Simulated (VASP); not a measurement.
# Pb (Fm-3m) in VASP: a series of runs

The runs below take Pb through single point, with B3LYP5.

Everything below comes from runs of VASP 6.6.1. Logs are shortened: lines on timing, memory, paths and dates and some standing lists are left out, and cuts for length are marked.

### Step 1. The cell of the first run

Symmetry: Fm-3m, No. 225, cubic system. The conventional cell has a = 4.849 Å, b = 4.849 Å, c = 4.849 Å, α = 90.00°, β = 90.00°, γ = 90.00°. Pb (site symmetry m-3m) has 12 Pb at 3.43 Å within 4.5 Å.

### Step 2. Single point, B3LYP5

POSCAR reads:

```
Pb
1.0
    0.0000000000      2.4244952108      2.4244952108
    2.4244952108      0.0000000000      2.4244952108
    2.4244952108      2.4244952108      0.0000000000
Pb
1
Direct
    0.0000000000      0.0000000000      0.0000000000
```

INCAR.step1 reads:

```
SYSTEM = Pb
ALGO     = Normal         ! electronic algorithm
EDIFF    = 1E-5           ! SCF threshold, eV
ENCUT    = 520            ! plane-wave cutoff, eV
GGA      = PE             ! functional
ISIF     = 2              ! what is computed and relaxed
ISMEAR   = -1             ! smearing method
LASPH    = .True.         ! aspherical terms in the spheres
LCHARG   = .False.        ! write CHGCAR
LREAL    = .False.        ! projectors in reciprocal space
LWAVE    = .True.         ! write WAVECAR
NBANDS   = 13             ! bands
NELM     = 100            ! most SCF steps
PREC     = Accurate       ! precision mode
SIGMA    = 0.05           ! smearing width, eV
```

INCAR.step2 reads:

```
SYSTEM = Pb
AEXX     = 0.2            ! exact-exchange fraction
AGGAC    = 0.81         
AGGAX    = 0.72         
ALDAC    = 0.19         
ALGO     = Normal         ! electronic algorithm
EDIFF    = 1E-6           ! SCF threshold, eV
ENCUT    = 520            ! plane-wave cutoff, eV
GGA      = B5             ! functional
ISIF     = 2              ! what is computed and relaxed
ISMEAR   = -1             ! smearing method
ISTART   = 1            
LASPH    = .True.         ! aspherical terms in the spheres
LCHARG   = .False.        ! write CHGCAR
LHFCALC  = .True.         ! exact exchange
LREAL    = .False.        ! projectors in reciprocal space
LWAVE    = .False.        ! write WAVECAR
NBANDS   = 13             ! bands
NELM     = 100            ! most SCF steps
PREC     = Accurate       ! precision mode
PRECFOCK = Normal       
SIGMA    = 0.05           ! smearing width, eV
```

KPOINTS reads:

```
k-points
0
Gamma
  5 5 5
  0 0 0
```

Potentials or basis: VASP PAW PBE potentials, release 64 (Pb_d).

The run is started by

```console
> cat potpaw_PBE.64/Pb_d/POTCAR > POTCAR
> cp INCAR.step1 INCAR
> mpirun -np 1 vasp_std > vasp.out
> cp INCAR.step2 INCAR
> mpirun -np 1 vasp_std > vasp.out
```

OUTCAR:

```text
SYSTEM = Pb
   AEXX = 0.2
   EDIFF = 1E-6
   ENCUT = 520
   GGA = B5
   ISIF = 2
   ISMEAR = -1
   ISTART = 1
   LASPH = .True.
   LHFCALC = .True.
   LREAL = .False.
   NELM = 100
   PREC = Accurate
   PRECFOCK = Normal

 ion  position               nearest neighbor table
   1  0.000  0.000  0.000-

  LATTYP: Found a face centered cubic cell.
 ALAT       =     4.8489904216

  Lattice vectors:

 A1 = (   0.0000000000,   2.4244952108,   2.4244952108)
 A2 = (   2.4244952108,   0.0000000000,   2.4244952108)
 A3 = (   2.4244952108,   2.4244952108,   0.0000000000)

Analysis of symmetry for initial positions (statically):
[... 5 lines left out ...]
 face centered cubic supercell.

 Subroutine GETGRP returns: Found 48 space group operations
 (whereof 48 operations were pure point group operations)
 out of a pool of 48 trial point group operations.

The static configuration has the point symmetry O_h .

Analysis of symmetry for dynamics (positions and initial velocities):
[... 5 lines left out ...]
 face centered cubic supercell.

 Subroutine GETGRP returns: Found 48 space group operations
 (whereof 48 operations were pure point group operations)
 out of a pool of 48 trial point group operations.

The dynamic configuration has the point symmetry O_h .

 Subroutine INISYM returns: Found 48 space group operations
 (whereof 48 operations are pure point group operations),
 and found     1 'primitive' translations

----------------------------------------------------------------------------------------

                                     Primitive cell

  volume of cell :      28.5032

  direct lattice vectors                    reciprocal lattice vectors
     0.000000000  2.424495211  2.424495211    -0.206228496  0.206228496  0.206228496
     2.424495211  0.000000000  2.424495211     0.206228496 -0.206228496  0.206228496
     2.424495211  2.424495211  0.000000000     0.206228496  0.206228496 -0.206228496

  length of vectors
     3.428754009  3.428754009  3.428754009     0.357198232  0.357198232  0.357198232

  position of ions in fractional coordinates (direct lattice)
     0.000000000  0.000000000  0.000000000

  ion indices of the primitive-cell ions
   primitive index   ion index
                 1           1

----------------------------------------------------------------------------------------

 KPOINTS: k-points

Automatic generation of k-mesh.
 Grid dimensions read from file:
 generate k-points for:    5    5    5

 Generating k-lattice:

  Cartesian coordinates                     Fractional coordinates (reciprocal lattice)
    -0.041245699  0.041245699  0.041245699     0.200000000  0.000000000  0.000000000
     0.041245699 -0.041245699  0.041245699     0.000000000  0.200000000  0.000000000
     0.041245699  0.041245699 -0.041245699     0.000000000  0.000000000  0.200000000

  Length of vectors
     0.071439646  0.071439646  0.071439646

  Shift w.r.t. Gamma in fractional coordinates (k-lattice)
     0.000000000  0.000000000  0.000000000

 Subroutine IBZKPT returns following result:
 ===========================================

 Found     10 irreducible k-points:

 Following reciprocal coordinates:
            Coordinates               Weight
  0.000000  0.000000  0.000000      1.000000
  0.200000  0.000000  0.000000      8.000000
  0.400000  0.000000  0.000000      8.000000
  0.200000  0.200000  0.000000      6.000000
  0.400000  0.200000  0.000000     24.000000
 -0.400000  0.200000  0.000000     24.000000
 -0.200000  0.200000  0.000000     12.000000
  0.400000  0.400000  0.000000      6.000000
 -0.400000  0.400000  0.000000     12.000000
 -0.400000  0.400000  0.200000     24.000000
   k-points           NKPTS =     10   k-points in BZ     NKDIM =    125   number of bands    NBANDS=     13
   number of dos      NEDOS =    301   number of ions     NIONS =      1
   total plane-waves  NPLWV =  21952
   dimension x,y,z NGX =    28 NGY =   28 NGZ =   28
   dimension x,y,z NGXF=    56 NGYF=   56 NGZF=   56
   ions per type =               1
   NGX,Y,Z   is equivalent  to a cutoff of  13.58, 13.58, 13.58 a.u.
   NGXF,Y,Z  is equivalent  to a cutoff of  27.15, 27.15, 27.15 a.u.
 SYSTEM =  Pb
   PREC   = accura    normal or accurate (medium, high low for compatibility)
   ISTART =      1    job   : 0-new  1-cont  2-samecut
   ICHARG =      0    charge: 1-file 2-atom 10-const
   ISPIN  =      1    spin polarized calculation?
   LNONCOLLINEAR =      F non collinear calculations
   LSORBIT =      F    spin-orbit coupling
   LASPH  =      T    aspherical Exc in radial PAW
   ENCUT  =  520.0 eV  38.22 Ry    6.18 a.u.   6.38  6.38  6.38*2*pi/ulx,y,z
   NELM   =    100;   NELMIN=  2; NELMDL=  0     # of ELM steps
   EDIFF  = 0.1E-05   stopping-criterion for ELM
   LREAL  =      F    real-space projection
   EDIFFG = 0.1E-04   stopping-criterion for IOM
   NSW    =      0    number of steps for IOM
   IBRION =     -1    ionic relax: 0-MD 1-quasi-New 2-CG
   NFREE  =      0    steps in history (QN), initial steepest desc. (CG)
   ISIF   =      2    stress and relaxation
   ISYM   =      3    0-nonsym 1-usesym 2-fastsym
   POTIM  = 0.5000    time-step for ionic-motion
   TEBEG  =    0.0;   TEEND  =   0.0 temperature during run
   PSTRESS=    0.0 pullay stress
   NELECT =      14.0000    total number of electrons
   NUPDOWN=      -1.0000    fix difference up-down
   EMIN   =  10.00;   EMAX   =-10.00  energy-range for DOS
   EFERMI =   0.00;   METHOD = LEGACY
   ISMEAR =    -1;   SIGMA  =   0.05  broadening in eV -4-tet -1-fermi 0-gaus
   EFERMI_NEDOS =   21; number of points for ismear=-14 and -15
   IALGO  =     38    algorithm
   IMIX   =      1    mixing-type and parameters
     AMIX     =   0.40;   BMIX     =  1.00
     AMIX_MAG =   1.60;   BMIX_MAG =  1.00
  volume/ion in A,a.u.               =      28.50       192.35
  Fermi-wavevector in a.u.,A,eV,Ry     =   1.291674  2.440910 22.700248  1.668421
  Thomas-Fermi vector in A             =   2.423429
   LORBIT       =      0    0 simple, 1 ext, 2 COOP (PROOUT), +10 PAW based schemes
   GGA     = B5    functional components
   LHFCALC =     T    Hartree Fock is set to
   PRECFOCK=normal    Normal, Fast or Accurate (Low or Medium for compatibility)
   ENCUT4O =  -1.0   cutoff for four orbital integrals eV
   NKREDX  =     1    reduce k-point grid by
   NKREDY  =     1    reduce k-point grid by
   NKREDZ  =     1    reduce k-point grid by
   AEXX    =    0.2000 exact exchange contribution
   HFSCREEN=    0.0000 screening length (either q_TF or 0.3 A-1)
   HFSCREENC=   0.0000 screening length for correlation (either q_TF or 0.3 A-1)
   ENCUTFOCK=  -1.0 apply spherical cutoff to Coloumb kernel
   IVDW    =     0    specifies the selected vdW correction
   LEPSILON=     F    determine dielectric tensor
   LRPA    =     F    only Hartree local field effects (RPA)
 non-spin polarized calculation
  energy-cutoff  :      520.00
  volume of cell :       28.50
 maximum number of plane-waves:       785
 NGX is ok and might be reduce to    28
  NGX = 20; NGY = 20; NGZ = 20

 number of electron      14.0000001 magnetization

 Free energy of the ion-electron system (eV)
  ---------------------------------------------------
  ext. energy  EPLUGINS =         0.00000000
  ---------------------------------------------------
  free energy    TOTEN  =        -3.57088971 eV

  energy without entropy =       -3.55818313  energy(sigma->0) =       -3.56453642

 E-fermi :   7.8934     XC(G=0):  -8.2362

 val. band max:        7.8678929540   @ k =  -0.4000   0.4000   0.2000
 cond. band min:       8.9823110343   @ k =  -0.2000   0.2000   0.0000
 fundamental gap:      1.1144180804
 Fermi energy:         7.8934390715

 k-point     1 :       0.0000    0.0000    0.0000
  band No.  band energies     occupation
      1     -10.6995      2.00000
      2     -10.6995      2.00000
      3     -10.6995      2.00000
      4     -10.5197      2.00000
      5     -10.5197      2.00000
      6      -5.3409      2.00000
      7      17.0443      0.00000
      8      17.0443      0.00000
      9      17.0443      0.00000
     10      19.2952      0.00000
     11      21.8640      0.00000
     12      22.3451      0.00000
     13      22.3451      0.00000

 k-point     2 :       0.2000    0.0000    0.0000
  band No.  band energies     occupation
      1     -10.7085      2.00000
      2     -10.6560      2.00000
      3     -10.6560      2.00000
      4     -10.5034      2.00000
      5     -10.5034      2.00000
      6      -4.4457      2.00000
      7      11.3103      0.00000
      8      16.1933      0.00000
      9      16.1933      0.00000
     10      18.7546      0.00000
     11      21.9977      0.00000
     12      22.6815      0.00000
     13      22.6815      0.00000

 k-point     3 :       0.4000    0.0000    0.0000
  band No.  band energies     occupation
      1     -10.7419      2.00000
      2     -10.6776      2.00000
      3     -10.6776      2.00000
      4     -10.3804      2.00000
      5     -10.3804      2.00000
      6      -1.9110      2.00000
      7       4.5358      2.00000
      8      15.1238      0.00000
      9      15.1238      0.00000
     10      18.6896      0.00000
     11      19.8640      0.00000
     12      21.1607      0.00000
     13      21.1607      0.00000
[... 81 lines left out ...]
 k-point     9 :      -0.4000    0.4000    0.0000
  band No.  band energies     occupation
      1     -10.8356      2.00000
      2     -10.7186      2.00000
      3     -10.4166      2.00000
      4     -10.4016      2.00000
      5     -10.3464      2.00000
      6       0.7718      2.00000
      7       4.9348      2.00000
      8       7.3934      1.99991
      9      11.5939      0.00000
     10      15.7476      0.00000
     11      19.7085      0.00000
     12      26.6632      0.00000
     13      27.8711      0.00000

 k-point    10 :      -0.4000    0.4000    0.2000
  band No.  band energies     occupation
      1     -10.7102      2.00000
      2     -10.6943      2.00000
      3     -10.5560      2.00000
      4     -10.4344      2.00000
      5     -10.3550      2.00000
      6      -0.0041      2.00000
      7       6.0039      2.00000
      8       7.8679      1.25005
      9      10.4196      0.00000
     10      19.5454      0.00000
     11      20.5594      0.00000
     12      22.1936      0.00000
     13      26.1328      0.00000

------------------------ aborting loop because EDIFF is reached ----------------------------------------

  FORCE on cell =-STRESS in cart. coord.  units (eV):
  Direction    XX          YY          ZZ          XY          YZ          ZX
  --------------------------------------------------------------------------------------
  -------------------------------------------------------------------------------------
  Total        1.4069789      1.4069789      1.4069789      0.0000000      0.0000000     -0.0000000
  in kB       79.0868305     79.0868305     79.0868305      0.0000000      0.0000000     -0.0000000
  external PRESSURE =      79.0868305 kB  Pullay stress =       0.0000000 kB

 VOLUME and BASIS-vectors are now :
 -----------------------------------------------------------------------------
  energy-cutoff  :      520.00
  volume of cell :       28.50
      direct lattice vectors                 reciprocal lattice vectors
     0.000000000  2.424495211  2.424495211    -0.206228496  0.206228496  0.206228496
     2.424495211  0.000000000  2.424495211     0.206228496 -0.206228496  0.206228496
     2.424495211  2.424495211  0.000000000     0.206228496  0.206228496 -0.206228496

 POSITION                                       TOTAL-FORCE (eV/Angst)
 -----------------------------------------------------------------------------------
      0.00000      0.00000      0.00000        -0.000000     -0.000000     -0.000000
 -----------------------------------------------------------------------------------
    total drift:                                0.000000     -0.000000      0.000000

  FREE ENERGIE OF THE ION-ELECTRON SYSTEM (eV)
  ---------------------------------------------------
  free  energy   TOTEN  =        -3.5708897114 eV

  energy  without entropy=       -3.5581831304  energy(sigma->0) =       -3.56453642
```

Run time: 4.7 min. Hardware: 1 thread of Intel Xeon Platinum 8488C (Sapphire Rapids), shared host; peak memory 0.17 GiB.

What came out:

- Free energy: -3.5709 eV
- Pressure: 7.9 GPa
- Band gap on the k mesh: zero (band 7 reaches 17.04 eV, above the bottom of band 8 at 7.39 eV)

Caveat: the k points lie up to 0.45 Å⁻¹ apart; the PAW data sets were made with another functional, which shifts forces and pressure a little; spin-orbit coupling is left out, which moves the levels of the heavy elements.

### Step 3. Single point, B3LYP5

This run uses another cell than the first one, of 29.11 Å³/atom, 1.021 times its volume.

POSCAR reads:

```
Pb
1.0
    0.0000000000      2.4415696833      2.4415696833
    2.4415696833      0.0000000000      2.4415696833
    2.4415696833      2.4415696833      0.0000000000
Pb
1
Direct
    0.0000000000      0.0000000000      0.0000000000
```

INCAR.step1 reads:

```
PREC     = Accurate       # precision mode
ENCUT    = 520            # plane-wave cutoff, eV
EDIFF    = 1E-5           # SCF threshold, eV
ISMEAR   = -1             # smearing method
SIGMA    = 0.05           # smearing width, eV
LREAL    = F              # projectors in reciprocal space
LASPH    = T              # aspherical terms in the spheres
NELM     = 60             # most SCF steps
ALGO     = Normal         # electronic algorithm
ISIF     = 2              # what is computed and relaxed
LWAVE    = T              # write WAVECAR
GGA      = PE             # functional
NBANDS   = 13             # bands
```

INCAR.step2 reads:

```
PREC     = Accurate       # precision mode
ENCUT    = 520            # plane-wave cutoff, eV
EDIFF    = 1E-6           # SCF threshold, eV
ISMEAR   = -1             # smearing method
SIGMA    = 0.05           # smearing width, eV
LREAL    = F              # projectors in reciprocal space
LASPH    = T              # aspherical terms in the spheres
NELM     = 60             # most SCF steps
ALGO     = Normal         # electronic algorithm
ISIF     = 2              # what is computed and relaxed
LWAVE    = F              # write WAVECAR
LCHARG   = T              # write CHGCAR
GGA      = B5             # functional
LHFCALC  = T              # exact exchange
AEXX     = 0.2            # exact-exchange fraction
AGGAX    = 0.72         
AGGAC    = 0.81         
ALDAC    = 0.19         
PRECFOCK = Normal       
LELF     = T              # ELF
LVHAR    = T            
ISTART   = 1            
NBANDS   = 13             # bands
```

KPOINTS reads:

```
regular mesh
0
Gamma
  5 5 5
```

Potentials or basis: VASP PAW PBE potentials, release 64 (Pb_d).

The run is started by

```console
> cat potpaw_PBE.64/Pb_d/POTCAR > POTCAR
> cp INCAR.step1 INCAR
> mpirun -np 1 vasp_std > vasp.out
> cp INCAR.step2 INCAR
> mpirun -np 1 vasp_std > vasp.out
```

It took 4.5 min on 1 thread of Intel Xeon Platinum 8488C (Sapphire Rapids), shared host; peak memory 0.17 GiB.

It converged, with:

```yaml
Free_energy: -3.5983 eV
Pressure: 6.4 GPa
Band_gap_on_the_k_mesh: zero (band 7 reaches 16.61 eV, above the bottom of band 8 at 7.17 eV)
```

Levels at points of the mesh, in eV from the Fermi level:
| k point | band 5 | band 6 | band 7 | band 8 | band 9 | band 10 |
| --- | --- | --- | --- | --- | --- | --- |
| (0.00, 0.00, 0.00) | -18.42 | -13.09 | 8.95 | 8.95 | 8.95 | 11.37 |

Caveat: the k points lie up to 0.45 Å⁻¹ apart; the PAW data sets were made with another functional, which shifts forces and pressure a little; spin-orbit coupling is left out, which moves the levels of the heavy elements.
